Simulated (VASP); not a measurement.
# NaF (I4/mmm) in VASP: notebook, part 2 of 2

VASP 6.6.1.

### Step 4. Single point, PBEsol (strain +0.025 along x and y, -0.050 along z)

Input file INCAR:

```
SYSTEM = NaF
ALGO = Normal ; EDIFF = 1E-6
ENCUT = 520 ; GGA = PS
ISIF = 2 ; ISMEAR = 0
LASPH = .TRUE. ; LCHARG = .FALSE.
LREAL = .FALSE. ; LWAVE = .FALSE.
NBANDS = 14 ; NELM = 100
PREC = Accurate ; SIGMA = 0.05
```

Input file KPOINTS:

```
k-points
0
G
  8 8 8
  0 0 0
```

Input file POSCAR:

```
NaF
1.0
    0.0000000000      2.3813825000      2.2071350000
    2.3813825000      0.0000000000      2.2071350000
    2.3813825000      2.3813825000      0.0000000000
Na F
1 1
Direct
    0.0000000000      0.0000000000      0.0000000000
    0.5000000000      0.5000000000      0.5000000000
```

Potentials or basis: VASP PAW PBE potentials, release 64 (Na_pv, F).

Launch:

```
> cat potpaw_PBE.64/Na_pv/POTCAR potpaw_PBE.64/F/POTCAR > POTCAR
> mpirun -np 1 vasp_std > vasp.out
```

OUTCAR:

```text
SYSTEM = NaF
   EDIFF = 1E-6
   ENCUT = 520
   GGA = PS
   ISIF = 2
   ISMEAR = 0
   LASPH = .TRUE.
   LREAL = .FALSE.
   NELM = 100
   PREC = Accurate

 ion  position               nearest neighbor table
   1  0.000  0.000  0.000-   2 2.21   2 2.21
   2  0.500  0.500  0.500-   1 2.21   1 2.21

  LATTYP: Found a body centered tetragonal cell.
 ALAT       =     3.3677834287
 C/A-ratio  =     1.3107345212

  Lattice vectors:

 A1 = (   0.0000000000,  -2.3813825000,  -2.2071350000)
 A2 = (   0.0000000000,   2.3813825000,  -2.2071350000)
[... 585 lines left out ...]
     10      16.3659      0.00000
     11      17.6828      0.00000
     12      18.5374      0.00000
     13      21.8747      0.00000
     14      23.4296      0.00000

 [... further k-points ...]
[... 5 lines left out ...]
  --------------------------------------------------------------------------------------
  -------------------------------------------------------------------------------------
  Total       -0.3338226     -0.3338226      0.7733264      0.0000000      0.0000000     -0.0000000
  in kB      -21.3653065    -21.3653065     49.4944163      0.0000000      0.0000000     -0.0000000
  external PRESSURE =       2.2546011 kB  Pullay stress =       0.0000000 kB

 VOLUME and BASIS-vectors are now :
 -----------------------------------------------------------------------------
  energy-cutoff  :      520.00
  volume of cell :       25.03
      direct lattice vectors                 reciprocal lattice vectors
     0.000000000  2.381382500  2.207135000    -0.209962070  0.209962070  0.226538023
     2.381382500  0.000000000  2.207135000     0.209962070 -0.209962070  0.226538023
     2.381382500  2.381382500  0.000000000     0.209962070  0.209962070 -0.226538023

 POSITION                                       TOTAL-FORCE (eV/Angst)
 -----------------------------------------------------------------------------------
      0.00000      0.00000      0.00000        -0.000000     -0.000000     -0.000000
      2.38138      2.38138      2.20714         0.000000      0.000000      0.000000
 -----------------------------------------------------------------------------------
    total drift:                                0.000000     -0.000000      0.000000

  FREE ENERGIE OF THE ION-ELECTRON SYSTEM (eV)
  ---------------------------------------------------
  free  energy   TOTEN  =        -8.7423861890 eV

  energy  without entropy=       -8.7423861890  energy(sigma->0) =       -8.74238619
```

OSZICAR:

```text
N       E                     dE             d eps       ncg     rms          rms(c)
DAV:   1     0.106396175241E+03    0.10640E+03   -0.76763E+03  1702   0.121E+03
DAV:   2    -0.425193589541E+01   -0.11065E+03   -0.10224E+03  1796   0.335E+02
DAV:   3    -0.948334388408E+01   -0.52314E+01   -0.52209E+01  2042   0.673E+01
DAV:   4    -0.952465704970E+01   -0.41313E-01   -0.41311E-01  1862   0.639E+00
DAV:   5    -0.952505405844E+01   -0.39701E-03   -0.39701E-03  2108   0.629E-01    0.495E+00
DAV:   6    -0.875798612255E+01    0.76707E+00   -0.26486E+00  2072   0.147E+01    0.182E+00
DAV:   7    -0.874306200081E+01    0.14924E-01   -0.29006E-02  1694   0.208E+00    0.103E+00
DAV:   8    -0.874198441184E+01    0.10776E-02   -0.25854E-02  1778   0.343E+00    0.152E-01
DAV:   9    -0.874251535834E+01   -0.53095E-03   -0.44530E-03  2102   0.633E-01    0.121E-01
DAV:  10    -0.874238190100E+01    0.13346E-03   -0.96636E-04  1862   0.367E-01    0.103E-02
DAV:  11    -0.874238592966E+01   -0.40287E-05   -0.39357E-05  1946   0.135E-01    0.706E-03
DAV:  12    -0.874238618902E+01   -0.25936E-06   -0.52899E-06  1922   0.319E-02
   1 F= -.87423862E+01 E0= -.87423862E+01  d E =-.336200E-11
```

Run time: 20 s. Hardware: 1 thread of AMD EPYC 7R43 (Zen 3), shared host; peak memory 0.11 GiB.

What came out:

| Property | Result |
| --- | --- |
| Free energy | -8.7424 eV |
| Pressure | 0.2 GPa |
| Band gap on the k mesh | 6.12 eV, direct |

Stress tensor (GPa, compression positive):
```
-2.14  0.00  0.00
 0.00 -2.14  0.00
 0.00  0.00  4.95
```

Levels at points of the mesh, in eV from the valence-band top:
```tsv
k point	band 3	band 4	band 5	band 6	band 7	band 8	band 9	band 10	band 11	band 12
(0.00, 0.00, 0.00)	-18.78	-18.76	-0.01	0.00	0.00	6.12	18.68	18.68	19.21	21.53
(0.50, 0.00, 0.00)	-18.78	-17.97	-1.61	-0.29	-0.24	10.56	12.27	19.24	20.70	22.23
(0.50, 0.50, 0.00)	-18.84	-18.78	-1.19	-0.49	-0.49	12.60	13.62	13.73	18.98	18.98
(0.50, 0.00, 0.50)	-18.81	-18.81	-1.33	-0.41	-0.31	12.59	13.36	13.37	19.55	20.26
```

Caveat: the cell differs from its parent crystal (strain +0.025 along x and y, -0.050 along z); the PAW data sets were made with another functional, which shifts forces and pressure a little.

### Step 5. Single point, PBEsol (strain +0.025 along x and y, -0.025 along z)

Input file INCAR:

```
  PREC = Accurate
  ENCUT = 520
  EDIFF = 1E-7
  ISMEAR = 0
  SIGMA = 0.05
  LREAL = False
  LASPH = True
  NELM = 60
  ALGO = Normal
  ISIF = 2
  LWAVE = False
  LCHARG = False
  GGA = PS
  NBANDS = 14
```

Input file KPOINTS:

```
regular mesh
0
Gamma
  8 8 8
```

Input file POSCAR:

```
NaF
1.0
    0.0000000000      2.3813825000      2.2652175000
    2.3813825000      0.0000000000      2.2652175000
    2.3813825000      2.3813825000      0.0000000000
Na F
1 1
Direct
    0.0000000000      0.0000000000      0.0000000000
    0.5000000000      0.5000000000      0.5000000000
```

Launch:

```
> cat potpaw_PBE.64/Na_pv/POTCAR potpaw_PBE.64/F/POTCAR > POTCAR
> mpirun -np 1 vasp_std > vasp.out
```

It took 24 s on 1 thread of AMD EPYC 7R43 (Zen 3), shared host; peak memory 0.11 GiB.

Results (log left out):

```yaml
Free_energy: -8.7558 eV
Pressure: -1.3 GPa
Band_gap_on_the_k_mesh: 5.99 eV, direct
```

Stress tensor (GPa, compression positive):
```
-2.60  0.00  0.00
 0.00 -2.60  0.00
 0.00  0.00  1.17
```

Levels at points of the mesh, in eV from the valence-band top:
| k point | band 4 | band 5 | band 6 | band 7 | band 8 | band 9 | band 10 | band 11 |
| --- | --- | --- | --- | --- | --- | --- | --- | --- |
| (0.00, 0.00, 0.00) | -18.85 | -0.01 | 0.00 | 0.00 | 5.99 | 18.52 | 18.52 | 18.87 |
| (0.50, 0.00, 0.00) | -18.08 | -1.55 | -0.26 | -0.23 | 10.41 | 12.06 | 19.19 | 20.13 |
| (0.50, 0.50, 0.00) | -18.76 | -1.20 | -0.45 | -0.45 | 12.68 | 13.17 | 13.38 | 18.85 |
| (0.50, 0.00, 0.50) | -18.78 | -1.28 | -0.41 | -0.33 | 12.50 | 13.15 | 13.17 | 19.22 |

Caveat: the cell differs from its parent crystal (strain +0.025 along x and y, -0.025 along z); the PAW data sets were made with another functional, which shifts forces and pressure a little.

### Step 6. Single point, PBEsol (strain +0.050 along x and y, -0.050 along z)

Input file INCAR:

```
SYSTEM = NaF
PREC = Accurate ; ENCUT = 520
EDIFF = 1E-7 ; ISMEAR = 0
SIGMA = 0.05 ; LREAL = .FALSE.
LASPH = .TRUE. ; NELM = 100
ALGO = Normal ; ISIF = 2
LWAVE = .FALSE. ; LCHARG = .FALSE.
GGA = PS ; NBANDS = 14
```

Input file KPOINTS:

```
regular mesh
0
G
  8 8 8
  0 0 0
```

Input file POSCAR:

```
NaF
1.0
    0.0000000000      2.4394650000      2.2071350000
    2.4394650000      0.0000000000      2.2071350000
    2.4394650000      2.4394650000      0.0000000000
Na F
1 1
Direct
    0.0000000000      0.0000000000      0.0000000000
    0.5000000000      0.5000000000      0.5000000000
```

Potentials or basis: VASP PAW PBE potentials, release 64 (Na_pv, F).

Launch:

```
> cat potpaw_PBE.64/Na_pv/POTCAR potpaw_PBE.64/F/POTCAR > POTCAR
> mpirun -np 1 vasp_std > vasp.out
```

OUTCAR:

```text
SYSTEM = NaF
   PREC = Accurate
   ENCUT = 520
   EDIFF = 1E-7
   ISMEAR = 0
   LREAL = .FALSE.
   LASPH = .TRUE.
   NELM = 100
   ISIF = 2
   GGA = PS

 ion  position               nearest neighbor table
   1  0.000  0.000  0.000-   2 2.21   2 2.21
   2  0.500  0.500  0.500-   1 2.21   1 2.21

  LATTYP: Found a body centered tetragonal cell.
 ALAT       =     3.4499244879
 C/A-ratio  =     1.2795265564

  Lattice vectors:

 A1 = (   0.0000000000,  -2.4394650000,  -2.2071350000)
 A2 = (   0.0000000000,   2.4394650000,  -2.2071350000)
 A3 = (   2.4394650000,   0.0000000000,   2.2071350000)

Analysis of symmetry for initial positions (statically):
=====================================================================
 Subroutine PRICEL returns:
 Original cell was already a primitive cell.

 Routine SETGRP: Setting up the symmetry group for a
 body centered tetragonal supercell.

 Subroutine GETGRP returns: Found 16 space group operations
 (whereof 16 operations were pure point group operations)
 out of a pool of 16 trial point group operations.

The static configuration has the point symmetry D_4h.

Analysis of symmetry for dynamics (positions and initial velocities):
[... 167 lines left out ...]
  band No.  band energies     occupation
      1     -21.3813      2.00000
      2     -21.3113      2.00000
      3     -21.3113      2.00000
      4     -21.2836      2.00000
      5      -2.4171      2.00000
      6      -2.3958      2.00000
      7      -2.3958      2.00000
      8       3.4790      0.00000
      9      15.9349      0.00000
     10      15.9349      0.00000
     11      16.6132      0.00000
     12      18.7513      0.00000
     13      19.6046      0.00000
     14      22.4546      0.00000
[... 377 lines left out ...]
      1     -21.9074      2.00000
      2     -21.3319      2.00000
      3     -21.3120      2.00000
      4     -20.6657      2.00000
      5      -3.5413      2.00000
      6      -2.6759      2.00000
      7      -2.6001      2.00000
      8       6.5796      0.00000
      9      11.2043      0.00000
     10      15.5633      0.00000
     11      17.1192      0.00000
     12      17.8381      0.00000
     13      21.0637      0.00000
     14      22.6228      0.00000

 [... further k-points ...]
[... 5 lines left out ...]
  --------------------------------------------------------------------------------------
  -------------------------------------------------------------------------------------
  Total       -0.6393596     -0.6393596      0.6085259      0.0000000      0.0000000      0.0000000
  in kB      -38.9948884    -38.9948884     37.1143238      0.0000000      0.0000000      0.0000000
  external PRESSURE =     -13.6251510 kB  Pullay stress =       0.0000000 kB

 VOLUME and BASIS-vectors are now :
 -----------------------------------------------------------------------------
  energy-cutoff  :      520.00
  volume of cell :       26.27
      direct lattice vectors                 reciprocal lattice vectors
     0.000000000  2.439465000  2.207135000    -0.204962973  0.204962973  0.226538023
     2.439465000  0.000000000  2.207135000     0.204962973 -0.204962973  0.226538023
     2.439465000  2.439465000  0.000000000     0.204962973  0.204962973 -0.226538023

 POSITION                                       TOTAL-FORCE (eV/Angst)
 -----------------------------------------------------------------------------------
      0.00000      0.00000      0.00000         0.000000     -0.000000      0.000000
      2.43947      2.43947      2.20714        -0.000000      0.000000      0.000000
 -----------------------------------------------------------------------------------
    total drift:                                0.000000     -0.000000      0.000000

  FREE ENERGIE OF THE ION-ELECTRON SYSTEM (eV)
  ---------------------------------------------------
  free  energy   TOTEN  =        -8.7209488596 eV

  energy  without entropy=       -8.7209488596  energy(sigma->0) =       -8.72094886
```

OSZICAR:

```text
N       E                     dE             d eps       ncg     rms          rms(c)
DAV:   1     0.106871282818E+03    0.10687E+03   -0.76789E+03  1702   0.119E+03
DAV:   2    -0.411526445765E+01   -0.11099E+03   -0.10381E+03  1814   0.345E+02
DAV:   3    -0.947549892655E+01   -0.53602E+01   -0.53502E+01  2096   0.679E+01
DAV:   4    -0.952058425624E+01   -0.45085E-01   -0.45083E-01  1826   0.675E+00
DAV:   5    -0.952105813350E+01   -0.47388E-03   -0.47388E-03  2162   0.692E-01    0.498E+00
DAV:   6    -0.873740750112E+01    0.78365E+00   -0.27668E+00  2096   0.145E+01    0.186E+00
DAV:   7    -0.872129283765E+01    0.16115E-01   -0.30139E-02  1694   0.209E+00    0.105E+00
DAV:   8    -0.872047484851E+01    0.81799E-03   -0.27963E-02  1802   0.365E+00    0.159E-01
DAV:   9    -0.872108907172E+01   -0.61422E-03   -0.48586E-03  2072   0.656E-01    0.128E-01
DAV:  10    -0.872094553295E+01    0.14354E-03   -0.11776E-03  1886   0.373E-01    0.159E-02
DAV:  11    -0.872094829029E+01   -0.27573E-05   -0.52911E-05  1922   0.147E-01    0.663E-03
DAV:  12    -0.872094893559E+01   -0.64530E-06   -0.63981E-06  1970   0.339E-02    0.348E-03
DAV:  13    -0.872094889435E+01    0.41241E-07   -0.11447E-06  1898   0.941E-03    0.166E-03
DAV:  14    -0.872094885964E+01    0.34710E-07   -0.22142E-07  1826   0.638E-03
   1 F= -.87209489E+01 E0= -.87209489E+01  d E =-.215515E-24
```

stdout:

```text
POSCAR found type information on POSCAR NaF
 POSCAR found :  2 types and       2 ions
 scaLAPACK will be used
 -----------------------------------------------------------------------------
|                                                                             |
|                                                                             |
|     You enforced a specific xc type in the INCAR file but a different       |
|     I HOPE YOU KNOW WHAT YOU ARE DOING!                                     |
|                                                                             |
 -----------------------------------------------------------------------------

 LDA part: xc-table for (Slater+PW92), standard interpolation
 POSCAR, INCAR and KPOINTS ok, starting setup
 FFT: planning ... GRIDC
 FFT: planning ... GRID_SOFT
 FFT: planning ... GRID
 WAVECAR not read
 entering main loop
```

Wall time 23 s (1 thread of AMD EPYC 7R43 (Zen 3), shared host); peak memory 0.11 GiB.

What came out:

- Free energy: -8.7209 eV
- Pressure: -1.4 GPa
- Band gap on the k mesh: 5.87 eV, direct

Levels at points of the mesh, in eV from the valence-band top:
```
           k point  band 4  band 5  band 6  band 7  band 8  band 9  band 10  band 11
(0.00, 0.00, 0.00)  -18.89   -0.02    0.00    0.00    5.87   18.33    18.33    19.01
(0.50, 0.00, 0.00)  -18.06   -1.51   -0.28   -0.22   10.28   11.87    18.56    20.43
(0.50, 0.50, 0.00)  -18.74   -1.10   -0.49   -0.49   12.32   13.39    13.45    18.20
(0.50, 0.00, 0.50)  -18.78   -1.27   -0.40   -0.27   12.12   12.86    13.31    18.98
```

Caveat: the cell differs from its parent crystal (strain +0.050 along x and y, -0.050 along z); the PAW data sets were made with another functional, which shifts forces and pressure a little.

### Step 7. Summary

| cell | gap on the mesh (eV) | pressure (GPa) |
| --- | --- | --- |
| a = 3.290, b = 3.290, c = 3.121 Å, angles 61.7, 61.7, 56.6°, 2 atoms | 6.38 | 3.7 |
| a = 3.205, b = 3.205, c = 3.286 Å, angles 59.2, 59.2, 61.7°, 2 atoms | 6.38 | 2.5 |
| a = 3.247, b = 3.247, c = 3.368 Å, angles 58.8, 58.8, 62.5°, 2 atoms | 6.12 | 0.2 |
| a = 3.287, b = 3.287, c = 3.368 Å, angles 59.2, 59.2, 61.6°, 2 atoms | 5.99 | -1.3 |
| a = 3.290, b = 3.290, c = 3.450 Å, angles 58.4, 58.4, 63.2°, 2 atoms | 5.87 | -1.4 |

Alike in all rows: task single point; level PBEsol; potentials or basis VASP PAW PBE potentials, release 64 (Na_pv, F); no spin polarisation; k mesh 8 × 8 × 8; cutoff (eV) 520; smearing gaussian 0.05 eV.

Caveats: the PAW data sets were made with another functional, which shifts forces and pressure a little.

Absolute energies hang on the potentials; compare differences alone.
